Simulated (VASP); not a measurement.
# Sn2Ir (I4/mmm) in VASP: a series of runs, part 2 of 2

VASP 6.6.1.

### 3 Electric field gradients, LDA (zz strain of +1 %)

File INCAR:

```
PREC = Accurate
ENCUT = 520
EDIFF = 1E-8
ISMEAR = -1
SIGMA = 0.03
LREAL = False
LASPH = True
NELM = 60
ALGO = Normal
ISIF = 2
LWAVE = False
LCHARG = False
GGA = CA
LEFG = True
NBANDS = 26
```

File KPOINTS:

```
regular mesh
0
Gamma
  10 10 10
```

File POSCAR:

```
Sn2Ir
1.0
    0.0000000000      3.1690000000      3.2006900000
    3.1690000000      0.0000000000      3.2006900000
    3.1690000000      3.1690000000      0.0000000000
Sn Ir
2 1
Direct
    0.2500000000      0.2500000000      0.2500000000
    0.7500000000      0.7500000000      0.7500000000
    0.0000000000      0.0000000000      0.0000000000
```

Potentials or basis: VASP PAW LDA potentials, release 64 (Sn_d, Ir).

Run with:

```bash
$ cat potpaw_LDA.64/Sn_d/POTCAR potpaw_LDA.64/Ir/POTCAR > POTCAR
$ mpirun -np 1 vasp_std > vasp.out
```

OUTCAR:

```text
PREC = Accurate
   ENCUT = 520
   EDIFF = 1E-8
   ISMEAR = -1
   LREAL = False
   LASPH = True
   NELM = 60
   ISIF = 2
   GGA = CA

 ion  position               nearest neighbor table
   1  0.250  0.250  0.250-   3 2.75   3 2.75   3 2.75   3 2.75   2 3.17   2 3.17   2 3.17   2 3.17
                             2 3.20   2 3.20
   2  0.750  0.750  0.750-   3 2.75   3 2.75   3 2.75   3 2.75   1 3.17   1 3.17   1 3.17   1 3.17
                             1 3.20   1 3.20
   3  0.000  0.000  0.000-   2 2.75   2 2.75   2 2.75   1 2.75   2 2.75   1 2.75   1 2.75   1 2.75

  LATTYP: Found a body centered tetragonal cell.
 ALAT       =     4.4816427792
 C/A-ratio  =     1.4283556980

  Lattice vectors:

 A1 = (  -3.1690000000,   0.0000000000,   3.2006900000)
 A2 = (   3.1690000000,   0.0000000000,   3.2006900000)
 A3 = (   0.0000000000,   3.1690000000,  -3.2006900000)

Analysis of symmetry for initial positions (statically):
[... 898 lines left out ...]

 POSITION                                       TOTAL-FORCE (eV/Angst)
 -----------------------------------------------------------------------------------
      1.58450      1.58450      1.60034        -0.000000     -0.000000     -0.000000
      4.75350      4.75350      4.80103         0.000000      0.000000      0.000000
      0.00000      0.00000      0.00000         0.000000     -0.000000      0.000000
 -----------------------------------------------------------------------------------
    total drift:                                0.000000      0.000000      0.000000

  FREE ENERGIE OF THE ION-ELECTRON SYSTEM (eV)
  ---------------------------------------------------
  free  energy   TOTEN  =       -20.2398349133 eV

  energy  without entropy=      -20.2348234804  energy(sigma->0) =      -20.23732920

 Electric field gradients (V/A^2)
---------------------------------------------------------------------
 ion       V_xx      V_yy      V_zz      V_xy      V_xz      V_yz
---------------------------------------------------------------------
   1       1.730     1.730    -3.460    -0.002    -0.002    -0.002
   2       1.730     1.730    -3.460    -0.002    -0.002    -0.002
   3       3.827     3.827    -7.654     0.000     0.000     0.000
---------------------------------------------------------------------

 Electric field gradients after diagonalization (V/A^2)
 (convention: |V_zz| > |V_xx| > |V_yy|)
----------------------------------------------------------------------
 ion       V_xx      V_yy      V_zz     asymmetry (V_yy - V_xx)/ V_zz
----------------------------------------------------------------------
   1       1.732     1.728    -3.460       0.001
   2       1.732     1.728    -3.460       0.001
   3       3.827     3.827    -7.654       0.000
----------------------------------------------------------------------

           NMR quadrupolar parameters

 Cq : quadrupolar parameter    Cq=e*Q*V_zz/h
 eta: asymmetry parameters     (V_yy - V_xx)/ V_zz
 Q  : nuclear electric quadrupole moment in mb (millibarn)
----------------------------------------------------------------------
 ion       Cq(MHz)       eta       Q (mb)
----------------------------------------------------------------------
   1      -0.008       0.001       1.000
   2      -0.008       0.001       1.000
   3      -0.019       0.000       1.000
----------------------------------------------------------------------
```

OSZICAR:

```text
N       E                     dE             d eps       ncg     rms          rms(c)
DAV:   1     0.354698595107E+03    0.35470E+03   -0.18056E+04  5408   0.217E+03
DAV:   2     0.216430097461E+02   -0.33306E+03   -0.32240E+03  5312   0.524E+02
DAV:   3    -0.191911773034E+02   -0.40834E+02   -0.40138E+02  6124   0.169E+02
DAV:   4    -0.206359617372E+02   -0.14448E+01   -0.14406E+01  6276   0.350E+01
DAV:   5    -0.206755661953E+02   -0.39604E-01   -0.39599E-01  7148   0.555E+00    0.894E+00
DAV:   6    -0.203717012185E+02    0.30386E+00   -0.33643E-01  5904   0.617E+00    0.385E+00
DAV:   7    -0.202594659983E+02    0.11224E+00   -0.12393E-01  6656   0.361E+00    0.183E+00
DAV:   8    -0.202405883478E+02    0.18878E-01   -0.74581E-02  5666   0.240E+00    0.365E-01
DAV:   9    -0.202398692628E+02    0.71908E-03   -0.50049E-03  6512   0.868E-01    0.849E-02
DAV:  10    -0.202398249214E+02    0.44341E-04   -0.29321E-04  6466   0.197E-01    0.526E-02
DAV:  11    -0.202398345449E+02   -0.96235E-05   -0.33175E-05  6486   0.555E-02    0.776E-03
DAV:  12    -0.202398349299E+02   -0.38501E-06   -0.28328E-06  6738   0.169E-02    0.442E-03
DAV:  13    -0.202398349137E+02    0.16239E-07   -0.20492E-07  5802   0.476E-03    0.964E-04
DAV:  14    -0.202398349133E+02    0.35197E-09   -0.11795E-08  4300   0.139E-03
   1 F= -.20239835E+02 E0= -.20237329E+02  d E =-.501143E-02
```

Wall time 4.6 min (1 thread of Intel Xeon 8259CL, shared host); peak memory 0.29 GiB.

Results:

- Free energy: -20.2398 eV
- Pressure: -3.0 GPa
- Band gap on the k mesh: zero (an odd number of electrons rules out a gap without spin polarisation)
- Largest electric field gradient by atom: Sn -3.5; Ir -7.7 V/Å²

Stress tensor (GPa, compression positive):
```
-2.80  0.00  0.00
 0.00 -2.80  0.00
 0.00  0.00 -3.50
```

Electric field gradients, principal values (V/Å²):
```tsv
atom	least	middle	greatest (by size)
1 Sn	1.728	1.732	-3.460
2 Sn	1.728	1.732	-3.460
3 Ir	3.827	3.827	-7.654
```

Caveat: the cell differs from its parent crystal (zz strain of +1 %); the cell stands under tension; without QUAD_EFG the Cq values of the log hold for a quadrupole moment of 1 mb, not for the nuclei; spin-orbit coupling is left out, which moves the levels of the heavy elements.
